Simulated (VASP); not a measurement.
# InP (Fm-3m) in VASP: a series of runs

The runs below take InP through single point, with PBEsol.

Program: VASP 6.6.1. These are calculated values, not measurements. Logs are shortened: lines on timing, memory, paths and dates and some standing lists are left out, and cuts for length are marked.

**1. The cell of the first run**

The structure is cubic, space group Fm-3m (No. 225). Conventional cell: a = 5.593 Å, b = 5.593 Å, c = 5.593 Å, α = 90.00°, β = 90.00°, γ = 90.00°. In (site symmetry m-3m) has 6 P at 2.80 Å within 3.7 Å. P (site symmetry m-3m) has 6 In at 2.80 Å within 3.7 Å.

**2. Single point, PBEsol (volume scaled by 0.94)**

The input, INCAR:

```
PREC = Accurate
ENCUT = 520
EDIFF = 1E-7
ISMEAR = -1
SIGMA = 0.03
LREAL = False
LASPH = True
NELM = 80
ALGO = Normal
ISIF = 2
LWAVE = False
LCHARG = False
GGA = PS
NBANDS = 16
```

The input, KPOINTS:

```
Automatic mesh
0
Gamma
  11 11 11
```

The input, POSCAR:

```
InP
1.0
    0.0000000000      2.7967183404      2.7967183404
    2.7967183404      0.0000000000      2.7967183404
    2.7967183404      2.7967183404      0.0000000000
In P
1 1
Direct
    0.0000000000      0.0000000000      0.0000000000
    0.5000000000      0.5000000000      0.5000000000
```

Potentials or basis: VASP PAW PBE potentials, release 64 (In_d, P).

Started as:

```sh
cat potpaw_PBE.64/In_d/POTCAR potpaw_PBE.64/P/POTCAR > POTCAR
mpirun -np 1 vasp_std > vasp.out
```

OUTCAR:

```text
PREC = Accurate
   ENCUT = 520
   EDIFF = 1E-7
   ISMEAR = -1
   LREAL = False
   LASPH = True
   NELM = 80
   ISIF = 2
   GGA = PS

 ion  position               nearest neighbor table
   1  0.000  0.000  0.000-   2 2.80   2 2.80   2 2.80   2 2.80   2 2.80   2 2.80
   2  0.500  0.500  0.500-   1 2.80   1 2.80   1 2.80   1 2.80   1 2.80   1 2.80

  LATTYP: Found a face centered cubic cell.
 ALAT       =     5.5934366808

  Lattice vectors:

 A1 = (   0.0000000000,   2.7967183404,   2.7967183404)
 A2 = (   2.7967183404,   0.0000000000,   2.7967183404)
 A3 = (   2.7967183404,   2.7967183404,   0.0000000000)

Analysis of symmetry for initial positions (statically):
=====================================================================
 Subroutine PRICEL returns:
 Original cell was already a primitive cell.

 Routine SETGRP: Setting up the symmetry group for a
 face centered cubic supercell.

 Subroutine GETGRP returns: Found 48 space group operations
 (whereof 48 operations were pure point group operations)
 out of a pool of 48 trial point group operations.

The static configuration has the point symmetry O_h .

Analysis of symmetry for dynamics (positions and initial velocities):
=====================================================================
 Subroutine PRICEL returns:
 Original cell was already a primitive cell.

 Routine SETGRP: Setting up the symmetry group for a
 face centered cubic supercell.

 Subroutine GETGRP returns: Found 48 space group operations
 (whereof 48 operations were pure point group operations)
 out of a pool of 48 trial point group operations.

The dynamic configuration has the point symmetry O_h .

 Subroutine INISYM returns: Found 48 space group operations
 (whereof 48 operations are pure point group operations),
 and found     1 'primitive' translations

----------------------------------------------------------------------------------------

                                     Primitive cell

  volume of cell :      43.7498

  direct lattice vectors                    reciprocal lattice vectors
     0.000000000  2.796718340  2.796718340    -0.178780964  0.178780964  0.178780964
     2.796718340  0.000000000  2.796718340     0.178780964 -0.178780964  0.178780964
     2.796718340  2.796718340  0.000000000     0.178780964  0.178780964 -0.178780964

  length of vectors
     3.955157007  3.955157007  3.955157007     0.309657712  0.309657712  0.309657712

  position of ions in fractional coordinates (direct lattice)
     0.000000000  0.000000000  0.000000000
     0.500000000  0.500000000  0.500000000

  ion indices of the primitive-cell ions
   primitive index   ion index
                 1           1
                 2           2

----------------------------------------------------------------------------------------

 KPOINTS: Automatic mesh

Automatic generation of k-mesh.
 Grid dimensions read from file:
 generate k-points for:   11   11   11

 Generating k-lattice:

  Cartesian coordinates                     Fractional coordinates (reciprocal lattice)
    -0.016252815  0.016252815  0.016252815     0.090909091  0.000000000  0.000000000
     0.016252815 -0.016252815  0.016252815     0.000000000  0.090909091  0.000000000
     0.016252815  0.016252815 -0.016252815     0.000000000  0.000000000  0.090909091

  Length of vectors
     0.028150701  0.028150701  0.028150701

  Shift w.r.t. Gamma in fractional coordinates (k-lattice)
     0.000000000  0.000000000  0.000000000

 Subroutine IBZKPT returns following result:
 ===========================================

 Found     56 irreducible k-points:

 Following reciprocal coordinates:
            Coordinates               Weight
  0.000000  0.000000  0.000000      1.000000
  0.090909  0.000000  0.000000      8.000000
  0.181818  0.000000  0.000000      8.000000
  0.272727  0.000000  0.000000      8.000000
  0.363636  0.000000  0.000000      8.000000
  0.454545  0.000000  0.000000      8.000000
[... 16 lines left out ...]
 -0.272727  0.181818  0.000000     24.000000
 -0.181818  0.181818  0.000000     12.000000
 [... further k-points ...]
   k-points           NKPTS =     56   k-points in BZ     NKDIM =     56   number of bands    NBANDS=     16
   number of dos      NEDOS =    301   number of ions     NIONS =      2
   total plane-waves  NPLWV =  27000
   dimension x,y,z NGX =    30 NGY =   30 NGZ =   30
   dimension x,y,z NGXF=    60 NGYF=   60 NGZF=   60
   ions per type =               1   1
   NGX,Y,Z   is equivalent  to a cutoff of  12.61, 12.61, 12.61 a.u.
   NGXF,Y,Z  is equivalent  to a cutoff of  25.22, 25.22, 25.22 a.u.
 SYSTEM =  unknown system
   PREC   = accura    normal or accurate (medium, high low for compatibility)
   ISTART =      0    job   : 0-new  1-cont  2-samecut
   ICHARG =      2    charge: 1-file 2-atom 10-const
   ISPIN  =      1    spin polarized calculation?
   LNONCOLLINEAR =      F non collinear calculations
   LSORBIT =      F    spin-orbit coupling
   LASPH  =      T    aspherical Exc in radial PAW
   ENCUT  =  520.0 eV  38.22 Ry    6.18 a.u.   7.35  7.35  7.35*2*pi/ulx,y,z
   NELM   =     80;   NELMIN=  2; NELMDL= -5     # of ELM steps
   EDIFF  = 0.1E-06   stopping-criterion for ELM
   LREAL  =      F    real-space projection
   EDIFFG = 0.1E-05   stopping-criterion for IOM
   NSW    =      0    number of steps for IOM
   IBRION =     -1    ionic relax: 0-MD 1-quasi-New 2-CG
   NFREE  =      0    steps in history (QN), initial steepest desc. (CG)
   ISIF   =      2    stress and relaxation
   ISYM   =      2    0-nonsym 1-usesym 2-fastsym
   POTIM  = 0.5000    time-step for ionic-motion
   TEBEG  =    0.0;   TEEND  =   0.0 temperature during run
   PSTRESS=    0.0 pullay stress
   NELECT =      18.0000    total number of electrons
   NUPDOWN=      -1.0000    fix difference up-down
   EMIN   =  10.00;   EMAX   =-10.00  energy-range for DOS
   EFERMI =   0.00;   METHOD = LEGACY
   ISMEAR =    -1;   SIGMA  =   0.03  broadening in eV -4-tet -1-fermi 0-gaus
   EFERMI_NEDOS =   21; number of points for ismear=-14 and -15
   IALGO  =     38    algorithm
   IMIX   =      4    mixing-type and parameters
     AMIX     =   0.40;   BMIX     =  1.00
     AMIX_MAG =   1.60;   BMIX_MAG =  1.00
  volume/ion in A,a.u.               =      21.87       147.62
  Fermi-wavevector in a.u.,A,eV,Ry     =   1.217606  2.300943 20.171527  1.482565
  Thomas-Fermi vector in A             =   2.352921
   LORBIT       =      0    0 simple, 1 ext, 2 COOP (PROOUT), +10 PAW based schemes
   GGA     = PS    functional components
   LHFCALC =     F    Hartree Fock is set to
   AEXX    =    0.0000 exact exchange contribution
   IVDW    =     0    specifies the selected vdW correction
   LEPSILON=     F    determine dielectric tensor
   LRPA    =     F    only Hartree local field effects (RPA)
 non-spin polarized calculation
  energy-cutoff  :      520.00
  volume of cell :       43.75
 maximum number of plane-waves:      1243
 NGX is ok and might be reduce to    30
   NGX = 15   NGY = 15   NGZ = 15

 number of electron      18.0000004 magnetization

 Free energy of the ion-electron system (eV)
  ---------------------------------------------------
  ext. energy  EPLUGINS =         0.00000000
  ---------------------------------------------------
  free energy    TOTEN  =        -8.74803619 eV

  energy without entropy =       -8.74571937  energy(sigma->0) =       -8.74687778

 E-fermi :   6.5427     XC(G=0): -10.4156

 val. band max:        6.5006012653   @ k =  -0.4545   0.0909   0.0000
 cond. band min:       6.5536022897   @ k =  -0.0909   0.0909   0.0000
 fundamental gap:      0.0530010244
 Fermi energy:         6.5426854046

 k-point     1 :       0.0000    0.0000    0.0000
  band No.  band energies     occupation
      1      -7.5329      2.00000
      2      -7.5329      2.00000
      3      -7.5131      2.00000
      4      -7.5131      2.00000
      5      -7.5131      2.00000
      6      -5.2464      2.00000
[... 8 lines left out ...]
     15      14.7816      0.00000
     16      14.7816      0.00000

 k-point     2 :       0.0909    0.0000    0.0000
  band No.  band energies     occupation
      1      -7.5363      2.00000
      2      -7.5363      2.00000
      3      -7.5132      2.00000
      4      -7.5082      2.00000
      5      -7.5082      2.00000
      6      -5.1464      2.00000
[... 8 lines left out ...]
     15      14.2385      0.00000
     16      14.7751      0.00000

 k-point     3 :       0.1818    0.0000    0.0000
  band No.  band energies     occupation
      1      -7.5478      2.00000
      2      -7.5478      2.00000
      3      -7.5142      2.00000
      4      -7.4926      2.00000
      5      -7.4926      2.00000
      6      -4.8514      2.00000
[... 8 lines left out ...]
     15      14.5978      0.00000
     16      14.6344      0.00000

 k-point     4 :       0.2727    0.0000    0.0000
  band No.  band energies     occupation
      1      -7.5639      2.00000
      2      -7.5639      2.00000
      3      -7.5166      2.00000
      4      -7.4710      2.00000
      5      -7.4710      2.00000
      6      -4.3835      2.00000
[... 8 lines left out ...]
     15      15.4410      0.00000
     16      15.4410      0.00000
[... 324 lines left out ...]
 k-point    22 :      -0.3636    0.1818    0.0000
  band No.  band energies     occupation
      1      -7.6293      2.00000
      2      -7.5712      2.00000
      3      -7.5029      2.00000
      4      -7.4607      2.00000
      5      -7.4448      2.00000
      6      -3.1067      2.00000
[... 8 lines left out ...]
     15      16.5094      0.00000
     16      17.8787      0.00000

 k-point    23 :      -0.2727    0.1818    0.0000
  band No.  band energies     occupation
      1      -7.6017      2.00000
      2      -7.5719      2.00000
      3      -7.5047      2.00000
      4      -7.4629      2.00000
      5      -7.4626      2.00000
      6      -3.6516      2.00000
[... 8 lines left out ...]
     15      16.6665      0.00000
     16      18.7129      0.00000

 k-point    24 :      -0.1818    0.1818    0.0000
  band No.  band energies     occupation
      1      -7.5734      2.00000
      2      -7.5671      2.00000
      3      -7.5105      2.00000
      4      -7.4797      2.00000
      5      -7.4677      2.00000
      6      -4.2031      2.00000
[... 8 lines left out ...]
     15      16.5256      0.00000
     16      17.5162      0.00000

 [... further k-points ...]
[... 5 lines left out ...]
  --------------------------------------------------------------------------------------
  -------------------------------------------------------------------------------------
  Total       -1.4277363     -1.4277363     -1.4277363      0.0000000      0.0000000      0.0000000
  in kB      -52.2856351    -52.2856351    -52.2856351      0.0000000      0.0000000      0.0000000
  external PRESSURE =     -52.2856351 kB  Pullay stress =       0.0000000 kB

 VOLUME and BASIS-vectors are now :
 -----------------------------------------------------------------------------
  energy-cutoff  :      520.00
  volume of cell :       43.75
      direct lattice vectors                 reciprocal lattice vectors
     0.000000000  2.796718340  2.796718340    -0.178780964  0.178780964  0.178780964
     2.796718340  0.000000000  2.796718340     0.178780964 -0.178780964  0.178780964
     2.796718340  2.796718340  0.000000000     0.178780964  0.178780964 -0.178780964

 POSITION                                       TOTAL-FORCE (eV/Angst)
 -----------------------------------------------------------------------------------
      0.00000      0.00000      0.00000         0.000000     -0.000000     -0.000000
      2.79672      2.79672      2.79672        -0.000000      0.000000      0.000000
 -----------------------------------------------------------------------------------
    total drift:                               -0.000000      0.000000      0.000000

  FREE ENERGIE OF THE ION-ELECTRON SYSTEM (eV)
  ---------------------------------------------------
  free  energy   TOTEN  =        -8.7480361931 eV

  energy  without entropy=       -8.7457193716  energy(sigma->0) =       -8.74687778
```

Wall time 42 s (1 thread of Intel Xeon Platinum 8259CL at 2.50GHz (Skylake/Cascade Lake), shared host); peak memory 0.19 GiB.

Results:

| Quantity | Value |
| --- | --- |
| Free energy | -8.7480 eV |
| Pressure | -5.2 GPa |
| Band gap on the k mesh | zero (band 9 reaches 6.88 eV, above the bottom of band 10 at 4.34 eV) |

Caveat: the PAW data sets were made with another functional, which shifts forces and pressure a little; spin-orbit coupling is left out, which moves the levels of the heavy elements.

**3. Single point, PBEsol (volume scaled by 0.9405)**

The input, INCAR:

```
PREC     = Accurate       # precision mode
ENCUT    = 520            # plane-wave cutoff, eV
EDIFF    = 1E-7           # SCF threshold, eV
ISMEAR   = -1             # smearing method
SIGMA    = 0.03           # smearing width, eV
LREAL    = False          # projectors in reciprocal space
LASPH    = True           # aspherical terms in the spheres
NELM     = 100            # most SCF steps
ALGO     = Normal         # electronic algorithm
ISIF     = 2              # what is computed and relaxed
LWAVE    = False          # write WAVECAR
LCHARG   = True           # write CHGCAR
GGA      = PS             # functional
LELF     = True           # ELF
LVHAR    = True         
NBANDS   = 16             # bands
```

KPOINTS is that of step 2.

The input, POSCAR:

```
InP
1.0
    0.0000000000      2.7972141245      2.7972141245
    2.7972141245      0.0000000000      2.7972141245
    2.7972141245      2.7972141245      0.0000000000
In P
1 1
Direct
    0.0000000000      0.0000000000      0.0000000000
    0.5000000000      0.5000000000      0.5000000000
```

Potentials or basis: VASP PAW PBE potentials, release 64 (In_d, P).

Started as:

```sh
cat potpaw_PBE.64/In_d/POTCAR potpaw_PBE.64/P/POTCAR > POTCAR
mpirun -np 1 vasp_std > vasp.out
```

Run time: 37 s. Hardware: 1 thread of Intel Xeon Platinum 8259CL at 2.50GHz (Skylake/Cascade Lake), shared host; peak memory 0.19 GiB.

It converged, with:

```yaml
Free_energy: -8.7473 eV
Pressure: -5.3 GPa
Band_gap_on_the_k_mesh: zero (band 9 reaches 6.88 eV, above the bottom of band 10 at 4.34 eV)
```

Levels at points of the mesh, in eV from the Fermi level:
| k point | band 5 | band 6 | band 7 | band 8 | band 9 | band 10 | band 11 | band 12 | band 13 | band 14 |
| --- | --- | --- | --- | --- | --- | --- | --- | --- | --- | --- |
| (0.00, 0.00, 0.00) | -14.06 | -11.79 | -0.23 | -0.23 | -0.23 | 0.25 | 7.07 | 7.07 | 7.07 | 8.24 |

Caveat: the PAW data sets were made with another functional, which shifts forces and pressure a little; spin-orbit coupling is left out, which moves the levels of the heavy elements.

**4. Single point, PBEsol (volume scaled by 0.98)**

The input, INCAR:

```
ALGO = Normal
EDIFF = 1E-6
ENCUT = 520
GGA = PS
ISIF = 2
ISMEAR = -1
LASPH = T
LCHARG = T
LELF = T
LREAL = F
LVHAR = T
LWAVE = F
NBANDS = 16
NELM = 80
PREC = Accurate
SIGMA = 0.03
```

The input, KPOINTS:

```
k-points
0
Gamma
  11 11 11
```

The input, POSCAR:

```
InP
1.0
    0.0000000000      2.8358383488      2.8358383488
    2.8358383488      0.0000000000      2.8358383488
    2.8358383488      2.8358383488      0.0000000000
In P
1 1
Direct
    0.0000000000      0.0000000000      0.0000000000
    0.5000000000      0.5000000000      0.5000000000
```

Started as:

```sh
cat potpaw_PBE.64/In_d/POTCAR potpaw_PBE.64/P/POTCAR > POTCAR
mpirun -np 1 vasp_std > vasp.out
```

Run time: 39 s. Hardware: 1 thread of Intel Xeon Platinum 8259CL at 2.50GHz (Skylake/Cascade Lake), shared host; peak memory 0.19 GiB.

It converged, with:

| Item | Value |
| --- | --- |
| Free energy | -8.6750 eV |
| Pressure | -7.4 GPa |
| Band gap on the k mesh | zero (band 9 reaches 6.38 eV, above the bottom of band 10 at 3.99 eV) |

Levels at points of the mesh, in eV from the Fermi level:
| k point | band 5 | band 6 | band 7 | band 8 | band 9 | band 10 | band 11 | band 12 | band 13 | band 14 |
| --- | --- | --- | --- | --- | --- | --- | --- | --- | --- | --- |
| (0.00, 0.00, 0.00) | -14.01 | -11.49 | -0.20 | -0.20 | -0.20 | -0.05 | 7.07 | 7.07 | 7.07 | 8.00 |

Caveat: the PAW data sets were made with another functional, which shifts forces and pressure a little; spin-orbit coupling is left out, which moves the levels of the heavy elements.

**5. Single point, PBEsol (volume scaled by 0.97)**

The input, INCAR:

```
ALGO = Normal ; EDIFF = 1E-7
ENCUT = 520 ; GGA = PS
ISIF = 2 ; ISMEAR = -1
LASPH = T ; LCHARG = F
LREAL = F ; LWAVE = F
NBANDS = 16 ; NELM = 100
PREC = Accurate ; SIGMA = 0.03
```

KPOINTS is that of step 4.

The input, POSCAR:

```
InP
1.0
    0.0000000000      2.8261596444      2.8261596444
    2.8261596444      0.0000000000      2.8261596444
    2.8261596444      2.8261596444      0.0000000000
In P
1 1
Direct
    0.0000000000      0.0000000000      0.0000000000
    0.5000000000      0.5000000000      0.5000000000
```

Started as:

```sh
cat potpaw_PBE.64/In_d/POTCAR potpaw_PBE.64/P/POTCAR > POTCAR
mpirun -np 1 vasp_std > vasp.out
```

Wall time 38 s (1 thread of Intel Xeon Platinum 8259CL at 2.50GHz (Skylake/Cascade Lake), shared host); peak memory 0.19 GiB.

It converged, with:

```yaml
Free_energy: -8.6955 eV
Pressure: -6.9 GPa
Band_gap_on_the_k_mesh: zero (band 9 reaches 6.50 eV, above the bottom of band 10 at 4.07 eV)
```

Levels at points of the mesh, in eV from the Fermi level:
```tsv
k point	band 6	band 7	band 8	band 9	band 10	band 11	band 12	band 13
(0.00, 0.00, 0.00)	-11.56	-0.21	-0.21	-0.21	0.02	7.07	7.07	7.07
```

Caveat: the PAW data sets were made with another functional, which shifts forces and pressure a little; spin-orbit coupling is left out, which moves the levels of the heavy elements.

**6. Single point, PBEsol (volume scaled by 1.01)**

The input, INCAR:

```
PREC = Accurate
ENCUT = 520
EDIFF = 1E-7
ISMEAR = -1
SIGMA = 0.03
LREAL = F
LASPH = T
NELM = 100
ALGO = Normal
ISIF = 2
LWAVE = F
LCHARG = T
GGA = PS
LELF = T
LVHAR = T
NBANDS = 16
```

The input, KPOINTS:

```
regular mesh
0
Gamma
  11 11 11
```

The input, POSCAR:

```
InP
1.0
    0.0000000000      2.8644851195      2.8644851195
    2.8644851195      0.0000000000      2.8644851195
    2.8644851195      2.8644851195      0.0000000000
In P
1 1
Direct
    0.0000000000      0.0000000000      0.0000000000
    0.5000000000      0.5000000000      0.5000000000
```

Potentials or basis: VASP PAW PBE potentials, release 64 (In_d, P).

Started as:

```sh
cat potpaw_PBE.64/In_d/POTCAR potpaw_PBE.64/P/POTCAR > POTCAR
mpirun -np 1 vasp_std > vasp.out
```

Run time: 38 s. Hardware: 1 thread of Intel Xeon Platinum 8259CL at 2.50GHz (Skylake/Cascade Lake), shared host; peak memory 0.19 GiB.

The run converged. Its results:

- Free energy: -8.6058 eV
- Pressure: -8.6 GPa
- Band gap on the k mesh: zero (band 9 reaches 6.04 eV, above the bottom of band 10 at 3.74 eV)

Levels at points of the mesh, in eV from the Fermi level:
| k point | band 6 | band 7 | band 8 | band 9 | band 10 | band 11 | band 12 | band 13 |
| --- | --- | --- | --- | --- | --- | --- | --- | --- |
| (0.00, 0.00, 0.00) | -11.29 | -0.26 | -0.18 | -0.18 | -0.18 | 7.06 | 7.06 | 7.06 |

Caveat: the PAW data sets were made with another functional, which shifts forces and pressure a little; spin-orbit coupling is left out, which moves the levels of the heavy elements.

**7. Summary**

```tsv
cell	gap on the mesh (eV)	pressure (GPa)
a = 3.955 Å, angles 60.0°, 2 atoms	none	-5.2
a = 3.956 Å, angles 60.0°, 2 atoms	none	-5.3
a = 4.010 Å, angles 60.0°, 2 atoms	none	-7.4
a = 3.997 Å, angles 60.0°, 2 atoms	none	-6.9
a = 4.051 Å, angles 60.0°, 2 atoms	none	-8.6
```

Alike in all rows: task single point; level PBEsol; potentials or basis VASP PAW PBE potentials, release 64 (In_d, P); no spin polarisation; k mesh 11 × 11 × 11; cutoff (eV) 520; smearing fermi-dirac 0.03 eV.

Caveats: the PAW data sets were made with another functional, which shifts forces and pressure a little; spin-orbit coupling is left out, which moves the levels of the heavy elements.

Total energies depend on the potentials used, so only differences within one code and one set of settings carry meaning.
